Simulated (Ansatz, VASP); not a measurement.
## BaTiO3 in VASP and in Ansatz

```xyz
5
Lattice="2.8274 1.6324 2.3184 -2.8274 1.6324 2.3184 0.0000 -3.2648 2.3184" Properties=species:S:1:pos:R:3 pbc="T T T"
Ba    0.0000    0.0000    0.0000
Ti    0.0000    0.0000    3.3698
O     0.0000    1.6033    2.3988
O    -1.3885   -0.8017    2.3988
O     1.3885   -0.8017    2.3988
```

Alike in both runs: task single point; functional PBEsol; k mesh 6 × 6 × 6; no spin polarisation; Hubbard terms Ti d U = 3.0 eV.

```csv
,VASP,Ansatz
version,VASP 6.6.1,Ansatz 0.2.0
potentials or method,"VASP PAW PBE potentials, release 64 (Ba_sv, Ti_sv, O), cutoff 520 eV","plane waves, PAW"
occupations,"gaussian, width 0.01 eV",fixed
valence electrons in the cell,40,40
```

```csv
,VASP,Ansatz,Ansatz less VASP
gap on the k mesh at the Fermi level (eV),2.63,2.67,+0.036
```

VASP's potentials were made for PBE, not for PBEsol. The programs project onto different local orbitals, so the same U acts differently, and such runs can settle in different states.

Neither program's run includes spin-orbit coupling.
